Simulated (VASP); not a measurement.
Write the native input for VASP 6.6.1 that does the following.

```yaml
Task: single point
Functional: LDA
Potentials_or_basis: VASP PAW LDA potentials, release 64 (Pt)
Cutoff: 520 eV
k_mesh: 22 × 22 × 22
Occupations: gaussian, width 0.15 eV
Spin: no spin polarisation
Dipole_correction: no
Further_INCAR_settings: ALGO = Normal; EDIFF = 1e-06; NBANDS = 11
```

The structure of Pt lies in POSCAR:

```
Pt
1.0
    0.0000000000      1.8481256998      1.9658513068
    1.8481256998      0.0000000000      1.9658513068
    1.8481256998      1.8481256998      0.0000000000
Pt
1
Direct
    0.0000000000      0.0000000000      0.0000000000
```

This cell differs from its parent crystal: volume 13.429 Å^3 an atom, c/a of the conventional cell 1.0637.

The input as run:

INCAR

```
ALGO = Normal
EDIFF = 1E-6
ENCUT = 520
ISIF = 2
ISMEAR = 0
LASPH = True
LCHARG = True
LELF = True
LREAL = False
LVHAR = True
LWAVE = False
NBANDS = 11
NELM = 100
PREC = Accurate
SIGMA = 0.15
```

KPOINTS

```
k-points
0
Gamma
  22 22 22
```

Potentials or basis: VASP PAW LDA potentials, release 64 (Pt).

Launch:

```console
$ cat potpaw_LDA.64/Pt/POTCAR > POTCAR
$ mpirun -np 1 vasp_std > vasp.out
```

Results of the run:

```json
{
  "Pressure": "39.2 GPa",
  "Band gap on the k mesh": "zero (band 5 reaches 14.60 eV, above the bottom of band 6 at 11.51 eV)"
}
```

Caveat: spin-orbit coupling is left out, which moves the levels of the heavy elements.

Wall time 47 s on 1 thread of AMD EPYC 7R13, with other jobs on the host, peak memory 0.23 GiB.
